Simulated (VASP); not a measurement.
# Al3GaN4 in VASP: single point with r2SCAN

Aim: the single point of Al3GaN4 with r2SCAN.

Everything below comes from runs of VASP 6.6.1. Logs are shortened: lines on timing, memory, paths and dates and some standing lists are left out, and cuts for length are marked.

## (1) The cell of the first run

The typed cell holds 8 atoms: a = 4.401 Å, b = 4.401 Å, c = 4.401 Å, α = 90.00°, β = 90.00°, γ = 90.00°.

## (2) Single point, r2SCAN

POSCAR reads:

```
Al3GaN4
1.0
    4.4012840117     -0.0000384385      0.0000653623
   -0.0000359233      4.4013252698      0.0000768276
    0.0000715829      0.0000882913      4.4010555644
Al Ga N
3 1 4
Direct
    0.5000032423      0.5000010330     -0.0000011613
    0.4999999763     -0.0000016699      0.4999986994
    0.0000001820      0.5000007580      0.4999960973
    0.0000046914      0.0000041132     -0.0000026001
    0.7444580959      0.7444595662      0.2555421365
    0.7444570320      0.2555396915      0.7444618595
    0.2555382950      0.7444577494      0.7444604751
    0.2555384851      0.2555387586      0.2555444937
```

INCAR.step1 reads:

```
SYSTEM = Al3GaN4
PREC = Accurate
ENCUT = 520
ISMEAR = 0
SIGMA = 0.05
LREAL = .FALSE.
LASPH = .TRUE.
NELM = 80
NBANDS = 31
GGA = PE
ALGO = Normal
EDIFF = 1E-4
LWAVE = .TRUE.
LCHARG = .FALSE.
```

INCAR.step2 reads:

```
SYSTEM = Al3GaN4
PREC = Accurate
ENCUT = 520
EDIFF = 1E-6
ISMEAR = 0
SIGMA = 0.05
LREAL = .FALSE.
LASPH = .TRUE.
NELM = 80
ALGO = Normal
ISIF = 2
LWAVE = .FALSE.
LCHARG = .FALSE.
METAGGA = R2SCAN
LMIXTAU = .TRUE.
NBANDS = 31
ISTART = 1
```

KPOINTS reads:

```
regular mesh
0
G
  6 6 6
  0 0 0
```

Potentials or basis: VASP PAW PBE potentials, release 64 (Al, Ga_d, N).

Run with:

```sh
cat potpaw_PBE.64/Al/POTCAR potpaw_PBE.64/Ga_d/POTCAR potpaw_PBE.64/N/POTCAR > POTCAR
cp INCAR.step1 INCAR
mpirun -np 1 vasp_std > vasp.out
cp INCAR.step2 INCAR
mpirun -np 1 vasp_std > vasp.out
```

OUTCAR:

```text
SYSTEM = Al3GaN4
   PREC = Accurate
   ENCUT = 520
   EDIFF = 1E-6
   ISMEAR = 0
   LREAL = .FALSE.
   LASPH = .TRUE.
   NELM = 80
   ISIF = 2
   METAGGA = R2SCAN
   ISTART = 1

 ion  position               nearest neighbor table
   1  0.500  0.500  1.000-   8 1.89   6 1.89   7 1.89   5 1.89   2 3.11   3 3.11   3 3.11   2 3.11
                             3 3.11   4 3.11   2 3.11   3 3.11   2 3.11   4 3.11   4 3.11   4 3.11
   2  0.500  1.000  0.500-   7 1.89   8 1.89   5 1.89   6 1.89   4 3.11   1 3.11   1 3.11   4 3.11
                             4 3.11   4 3.11   3 3.11   1 3.11   3 3.11   1 3.11   3 3.11   3 3.11
   3  0.000  0.500  0.500-   6 1.89   8 1.89   5 1.89   7 1.89   4 3.11   1 3.11   1 3.11   4 3.11
                             1 3.11   4 3.11   2 3.11   1 3.11   2 3.11   4 3.11   2 3.11   2 3.11
   4  0.000  0.000  1.000-   5 1.95   6 1.95   7 1.95   8 1.95   2 3.11   3 3.11   3 3.11   2 3.11
                             2 3.11   1 3.11   3 3.11   2 3.11   1 3.11   3 3.11   1 3.11   1 3.11
   5  0.744  0.744  0.256-   3 1.89   2 1.89   1 1.89   4 1.95
   6  0.744  0.256  0.744-   3 1.89   1 1.89   2 1.89   4 1.95
   7  0.256  0.744  0.744-   2 1.89   1 1.89   3 1.89   4 1.95
   8  0.256  0.256  0.256-   1 1.89   3 1.89   2 1.89   4 1.95

  LATTYP: Found a simple monoclinic cell.
 ALAT       =     6.2243399384
 B/A-ratio  =     0.7071085538
 C/A-ratio  =     1.5811619648
 COS(beta)  =    -0.9486887949

  Lattice vectors:

 A1 = (   0.0000356596,   4.4014135611,   4.4011323920)
 A2 = (  -4.4012840117,   0.0000384385,  -0.0000653623)
 A3 = (   0.0000002637,  -8.8027388309,  -4.4012092196)

Analysis of symmetry for initial positions (statically):
=====================================================================
 Subroutine PRICEL returns:
 Original cell was already a primitive cell.

 Routine SETGRP: Setting up the symmetry group for a
 simple monoclinic supercell.

 Subroutine GETGRP returns: Found  1 space group operations
 (whereof  1 operations were pure point group operations)
 out of a pool of  4 trial point group operations.

The static configuration has the point symmetry C_1 .

Analysis of symmetry for dynamics (positions and initial velocities):
=====================================================================
 Subroutine PRICEL returns:
 Original cell was already a primitive cell.

 Routine SETGRP: Setting up the symmetry group for a
 simple monoclinic supercell.

 Subroutine GETGRP returns: Found  1 space group operations
 (whereof  1 operations were pure point group operations)
 out of a pool of  4 trial point group operations.

The dynamic configuration has the point symmetry C_1 .

[... 115 lines left out ...]
   NFREE  =      0    steps in history (QN), initial steepest desc. (CG)
   ISIF   =      2    stress and relaxation
   ISYM   =      2    0-nonsym 1-usesym 2-fastsym
   POTIM  = 0.5000    time-step for ionic-motion
   TEBEG  =    0.0;   TEEND  =   0.0 temperature during run
   PSTRESS=    0.0 pullay stress
   NELECT =      42.0000    total number of electrons
   NUPDOWN=      -1.0000    fix difference up-down
   EMIN   =  10.00;   EMAX   =-10.00  energy-range for DOS
   EFERMI =   0.00;   METHOD = LEGACY
   ISMEAR =     0;   SIGMA  =   0.05  broadening in eV -4-tet -1-fermi 0-gaus
   EFERMI_NEDOS =   21; number of points for ismear=-14 and -15
   IALGO  =     38    algorithm
   IMIX   =      4    mixing-type and parameters
     AMIX     =   0.40;   BMIX     =  1.00
     AMIX_MAG =   1.60;   BMIX_MAG =  1.00
  volume/ion in A,a.u.               =      10.66        71.92
  Fermi-wavevector in a.u.,A,eV,Ry     =   1.292959  2.443338 22.745437  1.671742
  Thomas-Fermi vector in A             =   2.424634
   LORBIT       =      0    0 simple, 1 ext, 2 COOP (PROOUT), +10 PAW based schemes
   METAGGA = R2SCAN    functional components
   LHFCALC =     F    Hartree Fock is set to
   AEXX    =    0.0000 exact exchange contribution
   IVDW    =     0    specifies the selected vdW correction
   LEPSILON=     F    determine dielectric tensor
   LRPA    =     F    only Hartree local field effects (RPA)
 non-spin polarized calculation
 Gauss-broadening in eV      SIGMA  =   0.05
  energy-cutoff  :      520.00
  volume of cell :       85.25
 maximum number of plane-waves:      2320
 NGX is ok and might be reduce to    36
   NGX = 17   NGY = 17   NGZ = 17

 number of electron      41.9999992 magnetization

 Free energy of the ion-electron system (eV)
  ---------------------------------------------------
  ext. energy  EPLUGINS =         0.00000000
  ---------------------------------------------------
  free energy    TOTEN  =       -79.43715070 eV

  energy without entropy =      -79.43715070  energy(sigma->0) =      -79.43715070

 E-fermi :   5.7782     XC(G=0): -11.7543

 val. band max:        5.4922656599   @ k =   0.0000   0.0000   0.0000
 cond. band min:       9.4929397996   @ k =   0.0000   0.0000   0.0000
 fundamental gap:      4.0006741397
 Fermi energy:         5.7781721954

 k-point     1 :       0.0000    0.0000    0.0000
  band No.  band energies     occupation
      1     -10.4822      2.00000
      2      -8.5687      2.00000
      3      -8.5686      2.00000
      4      -8.5685      2.00000
      5      -7.4669      2.00000
      6      -7.4669      2.00000
[... 805 lines left out ...]
     30      17.7319      0.00000
     31      17.9255      0.00000

 [... further k-points ...]
[... 5 lines left out ...]
  --------------------------------------------------------------------------------------
  -------------------------------------------------------------------------------------
  Total       -0.0042726     -0.0050134     -0.0001610      0.0013572     -0.0039513     -0.0034575
  in kB       -0.0802937     -0.0942157     -0.0030253      0.0255056     -0.0742567     -0.0649761
  external PRESSURE =      -0.0591783 kB  Pullay stress =       0.0000000 kB

 VOLUME and BASIS-vectors are now :
 -----------------------------------------------------------------------------
  energy-cutoff  :      520.00
  volume of cell :       85.25
      direct lattice vectors                 reciprocal lattice vectors
     4.401284012 -0.000038439  0.000065362     0.227206424  0.000001855 -0.000003696
    -0.000035923  4.401325270  0.000076828     0.000001984  0.227204294 -0.000004558
     0.000071583  0.000088291  4.401055564    -0.000003374 -0.000003966  0.227218218

 POSITION                                       TOTAL-FORCE (eV/Angst)
 -----------------------------------------------------------------------------------
      2.20071      2.20074      4.40112        -0.000042      0.000141      0.000079
      2.20064      4.40134      2.20063         0.000272      0.000334      0.000121
      0.00002      2.20071      2.20055         0.000140      0.000157      0.000288
      0.00009      0.00011      4.40104        -0.000062     -0.000059      0.000077
      3.27656      3.27660      1.12476        -0.043816     -0.043852      0.043616
      3.27661      1.12475      3.27649        -0.043860      0.043531     -0.043999
      1.12472      3.27666      3.27649         0.043607     -0.043963     -0.043788
      1.12471      1.12472      1.12470         0.043761      0.043710      0.043606
 -----------------------------------------------------------------------------------
    total drift:                               -0.000047     -0.000040      0.000027

  FREE ENERGIE OF THE ION-ELECTRON SYSTEM (eV)
  ---------------------------------------------------
  free  energy   TOTEN  =       -79.4371507044 eV

  energy  without entropy=      -79.4371507044  energy(sigma->0) =      -79.43715070
```

OSZICAR.step1:

```text
N       E                     dE             d eps       ncg     rms          rms(c)
DAV:   1     0.318683877604E+03    0.31868E+03   -0.19646E+04  7831   0.169E+03
DAV:   2    -0.219638506168E+02   -0.34065E+03   -0.31641E+03  8263   0.448E+02
DAV:   3    -0.642849930565E+02   -0.42321E+02   -0.41754E+02  7933   0.126E+02
DAV:   4    -0.659570619770E+02   -0.16721E+01   -0.16660E+01  9342   0.280E+01
DAV:   5    -0.659960037232E+02   -0.38942E-01   -0.38929E-01  8290   0.390E+00    0.169E+01
DAV:   6    -0.564988409166E+02    0.94972E+01   -0.29291E+01 10996   0.527E+01    0.555E+00
DAV:   7    -0.566899828055E+02   -0.19114E+00   -0.31137E+00  8429   0.109E+01    0.406E+00
DAV:   8    -0.566839347525E+02    0.60481E-02   -0.43234E-01  9600   0.604E+00    0.103E+00
DAV:   9    -0.566527434037E+02    0.31191E-01   -0.10218E-01 10899   0.407E+00    0.526E-01
DAV:  10    -0.566521006614E+02    0.64274E-03   -0.14696E-02  8529   0.671E-01    0.189E-01
DAV:  11    -0.566524675002E+02   -0.36684E-03   -0.10680E-03 10259   0.259E-01    0.206E-02
DAV:  12    -0.566524733842E+02   -0.58839E-05   -0.12065E-04  6137   0.848E-02
   1 F= -.56652473E+02 E0= -.56652473E+02  d E =-.189306E-16
```

Run time: 53 min. Hardware: 1 thread of AMD EPYC 7R13, shared host; peak memory 0.37 GiB.

What came out:

```
Free energy            : -79.4372 eV
Pressure               : 0.0 GPa
Largest force          : 0.076 eV/Å
Band gap on the k mesh : 4.00 eV, direct
```

Forces on the atoms (eV/Å):
```
Al   0.000  0.000  0.000
Al   0.000  0.000  0.000
Al   0.000  0.000  0.000
Ga   0.000  0.000  0.000
N   -0.044 -0.044  0.044
N   -0.044  0.044 -0.044
N    0.044 -0.044 -0.044
N    0.044  0.044  0.044
```

Levels at points of the mesh, in eV from the valence-band top:
```
           k point  band 17  band 18  band 19  band 20  band 21  band 22  band 23  band 24  band 25  band 26
(0.00, 0.00, 0.00)    -2.03    -2.03     0.00     0.00     0.00     4.00     4.00     4.00     4.11     7.78
(0.50, 0.00, 0.00)    -2.65    -1.26    -1.26    -0.95    -0.95     6.27     6.31     6.78     6.78     9.30
(0.00, 0.50, 0.00)    -2.65    -1.26    -1.26    -0.95    -0.95     6.27     6.31     6.78     6.78     9.30
(0.50, 0.50, 0.00)    -2.57    -0.88    -0.58    -0.53    -0.53     8.04     8.30     8.30     8.55     8.83
(0.00, 0.00, 0.50)    -2.65    -1.26    -1.26    -0.95    -0.95     6.27     6.31     6.78     6.78     9.30
(0.50, 0.00, 0.50)    -2.58    -0.88    -0.58    -0.53    -0.53     8.04     8.30     8.30     8.55     8.83
(0.00, 0.50, 0.50)    -2.58    -0.88    -0.58    -0.53    -0.53     8.04     8.30     8.30     8.55     8.83
(0.50, 0.50, 0.50)    -0.63    -0.63    -0.36    -0.36    -0.36     6.19     7.80     7.80     7.80    10.40
```

Caveat: the cell differs from its parent crystal (all atoms moved at random, sigma 0.15 Å a component, cell strained at random, sigma 0.06, then relaxed in part); the PAW data sets were made with another functional, which shifts forces and pressure a little. A k mesh can miss the band edges.
